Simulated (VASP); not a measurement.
# TlBr (Pm-3m) in VASP: further runs

TlBr is run at these levels: r2SCAN, HSE06; tasks: single point.

All numbers are computed with VASP 6.6.1; they aren't measurements. Logs are shortened: lines on timing, memory, paths and dates and some standing lists are left out, and cuts for length are marked.

## (1) The cell of the first run

It takes space group Pm-3m (No. 221, cubic). The conventional cell has a = 3.946 Å, b = 3.946 Å, c = 3.946 Å, α = 90.00°, β = 90.00°, γ = 90.00°. Tl (site symmetry m-3m) has 8 Br at 3.42 Å and 6 Tl at 3.95 Å within 4.5 Å. Within 4.5 Å of Br (site symmetry m-3m) lie 8 Tl at 3.42 Å and 6 Br at 3.95 Å.

## (2) Single point, r2SCAN

POSCAR

```
TlBr
1.0
    3.9461933146      0.0000000000      0.0000000000
    0.0000000000      3.9461933146      0.0000000000
    0.0000000000      0.0000000000      3.9461933146
Tl Br
1 1
Direct
    0.0000000000      0.0000000000      0.0000000000
    0.5000000000      0.5000000000      0.5000000000
```

INCAR.step1

```
PREC = Accurate ; ENCUT = 550
ISMEAR = 0 ; SIGMA = 0.01
LREAL = False ; LASPH = True
NELM = 120 ; NBANDS = 17
GGA = PE ; ALGO = Normal
EDIFF = 1E-5 ; LWAVE = True
LCHARG = False ; GGA_COMPAT = False
```

INCAR.step2

```
PREC = Accurate ; ENCUT = 550
EDIFF = 1E-6 ; ISMEAR = 0
SIGMA = 0.01 ; LREAL = False
LASPH = True ; NELM = 120
ALGO = Normal ; ISIF = 2
LWAVE = False ; LCHARG = False
METAGGA = R2SCAN ; LMIXTAU = True
NBANDS = 17 ; ISTART = 1
GGA_COMPAT = False
```

KPOINTS

```
regular mesh
0
Gamma
  4 4 4
```

Potentials or basis: VASP PAW PBE potentials, release 64 (Tl_d, Br).

Started as:

```
$ cat potpaw_PBE.64/Tl_d/POTCAR potpaw_PBE.64/Br/POTCAR > POTCAR
$ cp INCAR.step1 INCAR
$ mpirun -np 1 vasp_std > vasp.out
$ cp INCAR.step2 INCAR
$ mpirun -np 1 vasp_std > vasp.out
```

OUTCAR:

```text
PREC = Accurate
   ENCUT = 550
   EDIFF = 1E-6
   ISMEAR = 0
   LREAL = False
   LASPH = True
   NELM = 120
   ISIF = 2
   METAGGA = R2SCAN
   ISTART = 1

 ion  position               nearest neighbor table
   1  0.000  0.000  0.000-   2 3.42   2 3.42   2 3.42   2 3.42   2 3.42   2 3.42   2 3.42   2 3.42

   2  0.500  0.500  0.500-   1 3.42   1 3.42   1 3.42   1 3.42   1 3.42   1 3.42   1 3.42   1 3.42

  LATTYP: Found a simple cubic cell.
 ALAT       =     3.9461933146

  Lattice vectors:

 A1 = (   3.9461933146,   0.0000000000,   0.0000000000)
 A2 = (   0.0000000000,   3.9461933146,   0.0000000000)
 A3 = (   0.0000000000,   0.0000000000,   3.9461933146)

Analysis of symmetry for initial positions (statically):
=====================================================================
 Subroutine PRICEL returns:
 Original cell was already a primitive cell.

 Routine SETGRP: Setting up the symmetry group for a
 simple cubic supercell.

 Subroutine GETGRP returns: Found 48 space group operations
 (whereof 48 operations were pure point group operations)
 out of a pool of 48 trial point group operations.

The static configuration has the point symmetry O_h .

Analysis of symmetry for dynamics (positions and initial velocities):
=====================================================================
 Subroutine PRICEL returns:
 Original cell was already a primitive cell.

 Routine SETGRP: Setting up the symmetry group for a
 simple cubic supercell.

 Subroutine GETGRP returns: Found 48 space group operations
 (whereof 48 operations were pure point group operations)
 out of a pool of 48 trial point group operations.

The dynamic configuration has the point symmetry O_h .

 Subroutine INISYM returns: Found 48 space group operations
 (whereof 48 operations are pure point group operations),
 and found     1 'primitive' translations

----------------------------------------------------------------------------------------

                                     Primitive cell

  volume of cell :      61.4519

  direct lattice vectors                    reciprocal lattice vectors
     3.946193315  0.000000000  0.000000000     0.253408772  0.000000000  0.000000000
     0.000000000  3.946193315  0.000000000     0.000000000  0.253408772  0.000000000
     0.000000000  0.000000000  3.946193315     0.000000000  0.000000000  0.253408772

  length of vectors
     3.946193315  3.946193315  3.946193315     0.253408772  0.253408772  0.253408772

  position of ions in fractional coordinates (direct lattice)
     0.000000000  0.000000000  0.000000000
     0.500000000  0.500000000  0.500000000

  ion indices of the primitive-cell ions
   primitive index   ion index
                 1           1
                 2           2

----------------------------------------------------------------------------------------

 KPOINTS: regular mesh

Automatic generation of k-mesh.
 Grid dimensions read from file:
 generate k-points for:    4    4    4

 Generating k-lattice:

  Cartesian coordinates                     Fractional coordinates (reciprocal lattice)
     0.063352193  0.000000000  0.000000000     0.250000000  0.000000000  0.000000000
     0.000000000  0.063352193  0.000000000     0.000000000  0.250000000  0.000000000
     0.000000000  0.000000000  0.063352193     0.000000000  0.000000000  0.250000000

  Length of vectors
     0.063352193  0.063352193  0.063352193

  Shift w.r.t. Gamma in fractional coordinates (k-lattice)
     0.000000000  0.000000000  0.000000000

 Subroutine IBZKPT returns following result:
 ===========================================

 Found     10 irreducible k-points:

 Following reciprocal coordinates:
            Coordinates               Weight
  0.000000  0.000000  0.000000      1.000000
  0.250000  0.000000  0.000000      6.000000
  0.500000  0.000000  0.000000      3.000000
  0.250000  0.250000  0.000000     12.000000
  0.500000  0.250000  0.000000     12.000000
  0.500000  0.500000  0.000000      3.000000
  0.250000  0.250000  0.250000      8.000000
  0.500000  0.250000  0.250000     12.000000
  0.500000  0.500000  0.250000      6.000000
  0.500000  0.500000  0.500000      1.000000
   k-points           NKPTS =     10   k-points in BZ     NKDIM =     10   number of bands    NBANDS=     17
   number of dos      NEDOS =    301   number of ions     NIONS =      2
   total plane-waves  NPLWV =  27000
   dimension x,y,z NGX =    30 NGY =   30 NGZ =   30
   dimension x,y,z NGXF=    60 NGYF=   60 NGZF=   60
   ions per type =               1   1
   NGX,Y,Z   is equivalent  to a cutoff of  12.64, 12.64, 12.64 a.u.
   NGXF,Y,Z  is equivalent  to a cutoff of  25.28, 25.28, 25.28 a.u.
 SYSTEM =  unknown system
   PREC   = accura    normal or accurate (medium, high low for compatibility)
   ISTART =      1    job   : 0-new  1-cont  2-samecut
   ICHARG =      0    charge: 1-file 2-atom 10-const
   ISPIN  =      1    spin polarized calculation?
   LNONCOLLINEAR =      F non collinear calculations
   LSORBIT =      F    spin-orbit coupling
   LASPH  =      T    aspherical Exc in radial PAW
   ENCUT  =  550.0 eV  40.42 Ry    6.36 a.u.   7.55  7.55  7.55*2*pi/ulx,y,z
   NELM   =    120;   NELMIN=  2; NELMDL=  0     # of ELM steps
   EDIFF  = 0.1E-05   stopping-criterion for ELM
   LREAL  =      F    real-space projection
   EDIFFG = 0.1E-04   stopping-criterion for IOM
   NSW    =      0    number of steps for IOM
   IBRION =     -1    ionic relax: 0-MD 1-quasi-New 2-CG
   NFREE  =      0    steps in history (QN), initial steepest desc. (CG)
   ISIF   =      2    stress and relaxation
   ISYM   =      2    0-nonsym 1-usesym 2-fastsym
   POTIM  = 0.5000    time-step for ionic-motion
   TEBEG  =    0.0;   TEEND  =   0.0 temperature during run
   PSTRESS=    0.0 pullay stress
   NELECT =      20.0000    total number of electrons
   NUPDOWN=      -1.0000    fix difference up-down
   EMIN   =  10.00;   EMAX   =-10.00  energy-range for DOS
   EFERMI =   0.00;   METHOD = LEGACY
   ISMEAR =     0;   SIGMA  =   0.01  broadening in eV -4-tet -1-fermi 0-gaus
   EFERMI_NEDOS =   21; number of points for ismear=-14 and -15
   IALGO  =     38    algorithm
   IMIX   =      4    mixing-type and parameters
     AMIX     =   0.40;   BMIX     =  1.00
     AMIX_MAG =   1.60;   BMIX_MAG =  1.00
  volume/ion in A,a.u.               =      30.73       207.35
  Fermi-wavevector in a.u.,A,eV,Ry     =   1.126090  2.128002 17.253261  1.268079
  Thomas-Fermi vector in A             =   2.262770
   LORBIT       =      0    0 simple, 1 ext, 2 COOP (PROOUT), +10 PAW based schemes
   METAGGA = R2SCAN    functional components
   LHFCALC =     F    Hartree Fock is set to
   AEXX    =    0.0000 exact exchange contribution
   IVDW    =     0    specifies the selected vdW correction
   LEPSILON=     F    determine dielectric tensor
   LRPA    =     F    only Hartree local field effects (RPA)
 non-spin polarized calculation
 Gauss-broadening in eV      SIGMA  =   0.01
  energy-cutoff  :      550.00
  volume of cell :       61.45
 maximum number of plane-waves:      1856
   NGX = 15   NGY = 15   NGZ = 15

 number of electron      20.0000001 magnetization

 Free energy of the ion-electron system (eV)
  ---------------------------------------------------
  ext. energy  EPLUGINS =         0.00000000
  ---------------------------------------------------
  free energy    TOTEN  =       -68.36364246 eV

  energy without entropy =      -68.36364246  energy(sigma->0) =      -68.36364246

 E-fermi :   2.4426     XC(G=0):  -9.5535

 val. band max:        2.3732429248   @ k =   0.5000   0.0000   0.0000
 cond. band min:       4.6030647202   @ k =   0.5000   0.0000   0.0000
 fundamental gap:      2.2298217954
 Fermi energy:         2.4425624617

 k-point     1 :       0.0000    0.0000    0.0000
  band No.  band energies     occupation
      1     -12.0177      2.00000
      2      -8.1564      2.00000
      3      -8.1564      2.00000
      4      -7.9610      2.00000
      5      -7.9610      2.00000
      6      -7.9610      2.00000
[... 9 lines left out ...]
     16      14.5624      0.00000
     17      16.5635      0.00000

 k-point     2 :       0.2500    0.0000    0.0000
  band No.  band energies     occupation
      1     -11.8903      2.00000
      2      -8.1509      2.00000
      3      -8.0861      2.00000
      4      -7.9942      2.00000
      5      -7.9942      2.00000
      6      -7.9580      2.00000
[... 9 lines left out ...]
     16      15.1812      0.00000
     17      16.4010      0.00000

 k-point     3 :       0.5000    0.0000    0.0000
  band No.  band energies     occupation
      1     -11.7535      2.00000
      2      -8.1454      2.00000
      3      -8.0269      2.00000
      4      -8.0269      2.00000
      5      -8.0196      2.00000
      6      -7.9551      2.00000
[... 9 lines left out ...]
     16      16.6101      0.00000
     17      16.6369      0.00000

 k-point     4 :       0.2500    0.2500    0.0000
  band No.  band energies     occupation
      1     -11.7930      2.00000
      2      -8.1154      2.00000
      3      -8.0401      2.00000
      4      -7.9973      2.00000
      5      -7.9914      2.00000
      6      -7.9841      2.00000
[... 9 lines left out ...]
     16      13.9148      0.00000
     17      14.4235      0.00000

 k-point     5 :       0.5000    0.2500    0.0000
  band No.  band energies     occupation
      1     -11.6913      2.00000
      2      -8.1019      2.00000
      3      -8.0171      2.00000
      4      -7.9951      2.00000
      5      -7.9813      2.00000
      6      -7.9736      2.00000
[... 9 lines left out ...]
     16      14.5135      0.00000
     17      15.3069      0.00000

 k-point     6 :       0.5000    0.5000    0.0000
  band No.  band energies     occupation
      1     -11.6279      2.00000
      2      -8.0777      2.00000
      3      -8.0073      2.00000
      4      -8.0073      2.00000
      5      -7.9560      2.00000
      6      -7.9096      2.00000
[... 9 lines left out ...]
     16      13.5209      0.00000
     17      13.5209      0.00000

 k-point     7 :       0.2500    0.2500    0.2500
  band No.  band energies     occupation
      1     -11.7033      2.00000
      2      -8.0393      2.00000
      3      -8.0393      2.00000
      4      -8.0219      2.00000
      5      -8.0219      2.00000
      6      -7.9704      2.00000
[... 9 lines left out ...]
     16      14.2159      0.00000
     17      16.8235      0.00000

 k-point     8 :       0.5000    0.2500    0.2500
  band No.  band energies     occupation
      1     -11.6098      2.00000
      2      -8.0667      2.00000
      3      -8.0305      2.00000
      4      -8.0213      2.00000
      5      -7.9820      2.00000
      6      -7.9561      2.00000
[... 9 lines left out ...]
     16      14.0929      0.00000
     17      17.6210      0.00000

 k-point     9 :       0.5000    0.5000    0.2500
  band No.  band energies     occupation
      1     -11.5248      2.00000
      2      -8.0586      2.00000
      3      -8.0586      2.00000
      4      -8.0279      2.00000
      5      -7.9921      2.00000
      6      -7.9080      2.00000
[... 9 lines left out ...]
     16      15.0524      0.00000
     17      17.8951      0.00000

 k-point    10 :       0.5000    0.5000    0.5000
  band No.  band energies     occupation
      1     -11.4144      2.00000
      2      -8.1083      2.00000
      3      -8.1083      2.00000
      4      -8.1083      2.00000
      5      -7.9065      2.00000
      6      -7.9065      2.00000
[... 9 lines left out ...]
     16      16.2751      0.00000
     17      19.8858      0.00000

------------------------ aborting loop because EDIFF is reached ----------------------------------------

  FORCE on cell =-STRESS in cart. coord.  units (eV):
  Direction    XX          YY          ZZ          XY          YZ          ZX
  --------------------------------------------------------------------------------------
  -------------------------------------------------------------------------------------
  Total        0.4281617      0.4281617      0.4281617      0.0000000      0.0000000      0.0000000
  in kB       11.1630627     11.1630627     11.1630627      0.0000000      0.0000000      0.0000000
  external PRESSURE =      11.1630627 kB  Pullay stress =       0.0000000 kB

 VOLUME and BASIS-vectors are now :
 -----------------------------------------------------------------------------
  energy-cutoff  :      550.00
  volume of cell :       61.45
      direct lattice vectors                 reciprocal lattice vectors
     3.946193315  0.000000000  0.000000000     0.253408772  0.000000000  0.000000000
     0.000000000  3.946193315  0.000000000     0.000000000  0.253408772  0.000000000
     0.000000000  0.000000000  3.946193315     0.000000000  0.000000000  0.253408772

 POSITION                                       TOTAL-FORCE (eV/Angst)
 -----------------------------------------------------------------------------------
      0.00000      0.00000      0.00000         0.000000      0.000000      0.000000
      1.97310      1.97310      1.97310         0.000000      0.000000      0.000000
 -----------------------------------------------------------------------------------
    total drift:                                0.000000     -0.000000     -0.000000

  FREE ENERGIE OF THE ION-ELECTRON SYSTEM (eV)
  ---------------------------------------------------
  free  energy   TOTEN  =       -68.3636424591 eV

  energy  without entropy=      -68.3636424591  energy(sigma->0) =      -68.36364246
```

Wall time 73 s (1 thread of AMD EPYC 7R13, shared host); peak memory 0.14 GiB.

What came out:

- Free energy: -68.3636 eV
- Pressure: 1.1 GPa
- Band gap on the k mesh: 2.23 eV

Levels at points of the mesh, in eV from the valence-band top:
```
           k point  band 8  band 9  band 10  band 11  band 12  band 13
(0.00, 0.00, 0.00)   -1.48   -1.48    -1.48     7.48     7.48     7.81
(0.50, 0.00, 0.00)   -0.96   -0.96     0.00     2.23     6.22     6.22
(0.50, 0.50, 0.00)   -3.16   -3.16    -0.87     5.29     5.29     7.95
(0.50, 0.50, 0.50)   -2.13   -2.13    -2.13     2.40     2.40     2.40
```

Caveat: the PAW data sets were made with another functional, which shifts forces and pressure a little; spin-orbit coupling is left out, which moves the levels of the heavy elements.

## (3) Single point, HSE06

POSCAR is that of step 2.

INCAR.step1

```
SYSTEM = TlBr
PREC     = Accurate       ! precision mode
ENCUT    = 400            ! plane-wave cutoff, eV
EDIFF    = 1E-5           ! SCF threshold, eV
ISMEAR   = 0              ! smearing method
SIGMA    = 0.01           ! smearing width, eV
LREAL    = .False.        ! projectors in reciprocal space
LASPH    = .True.         ! aspherical terms in the spheres
NELM     = 120            ! most SCF steps
ALGO     = Normal         ! electronic algorithm
ISIF     = 2              ! what is computed and relaxed
LWAVE    = .True.         ! write WAVECAR
LCHARG   = .False.        ! write CHGCAR
GGA      = PE             ! functional
NBANDS   = 17             ! bands
GGA_COMPAT= .False.
```

INCAR.step2

```
SYSTEM = TlBr
PREC     = Accurate       ! precision mode
ENCUT    = 400            ! plane-wave cutoff, eV
EDIFF    = 1E-6           ! SCF threshold, eV
ISMEAR   = 0              ! smearing method
SIGMA    = 0.01           ! smearing width, eV
LREAL    = .False.        ! projectors in reciprocal space
LASPH    = .True.         ! aspherical terms in the spheres
NELM     = 120            ! most SCF steps
ALGO     = Normal         ! electronic algorithm
ISIF     = 2              ! what is computed and relaxed
LWAVE    = .False.        ! write WAVECAR
LCHARG   = .False.        ! write CHGCAR
GGA      = PE             ! functional
LHFCALC  = .True.         ! exact exchange
HFSCREEN = 0.2079         ! screening, 1/A
PRECFOCK = Normal       
ISTART   = 1            
NBANDS   = 17             ! bands
GGA_COMPAT= .False.
```

KPOINTS

```
regular mesh
0
Gamma
  4 4 4
  0 0 0
```

Potentials or basis: VASP PAW PBE potentials, release 64 (Tl_d, Br).

Started as:

```
$ cat potpaw_PBE.64/Tl_d/POTCAR potpaw_PBE.64/Br/POTCAR > POTCAR
$ cp INCAR.step1 INCAR
$ mpirun -np 1 vasp_std > vasp.out
$ cp INCAR.step2 INCAR
$ mpirun -np 1 vasp_std > vasp.out
```

It took 15 min on 1 thread of AMD EPYC 7R13, shared host; peak memory 0.23 GiB.

The run converged. Its results:

* Free energy: -6.5644 eV
* Pressure: 1.6 GPa
* Band gap on the k mesh: 2.47 eV

Levels at points of the mesh, in eV from the valence-band top:
```csv
k point,band 7,band 8,band 9,band 10,band 11,band 12,band 13,band 14
"(0.00, 0.00, 0.00)",-4.91,-1.74,-1.74,-1.74,7.75,7.75,8.38,8.38
"(0.50, 0.00, 0.00)",-6.20,-1.19,-1.19,0.00,2.47,6.66,6.66,8.78
"(0.50, 0.50, 0.00)",-3.92,-3.54,-3.54,-1.09,5.75,5.75,8.55,8.55
"(0.50, 0.50, 0.50)",-2.74,-2.45,-2.45,-2.45,2.70,2.70,2.70,14.14
```

Caveat: the PAW data sets were made with another functional, which shifts forces and pressure a little; spin-orbit coupling is left out, which moves the levels of the heavy elements. A k mesh can miss the band edges.
